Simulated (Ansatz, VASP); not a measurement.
# One calculation of Al, two programs

```
Al
1.0
     0.00000    1.95819    1.95819
     1.95819    0.00000    1.95819
     1.95819    1.95819    0.00000
Al
1
Cartesian
  0.0000 0.0000 0.0000
```

Alike in both runs: task single point; functional PBE; k mesh 18 × 18 × 18; occupations gaussian, width 0.1 eV; no spin polarisation.

|  | VASP | Ansatz |
| --- | --- | --- |
| version | VASP 6.6.1 | Ansatz 0.2.0 |
| potentials or method | VASP PAW PBE potentials, release 64 (Al), cutoff 500 eV | scalar-relativistic, plane waves, PAW |
| valence electrons in the cell | 3 | 3 |

|  | VASP | Ansatz | Ansatz less VASP |
| --- | --- | --- | --- |
| gap on the k mesh at the Fermi level (eV) | none | none | - |
| pressure (GPa) | 8.9 | 8.9 | +0.03 |

A gap of «none» marks a metal or a gap that the smearing closes.
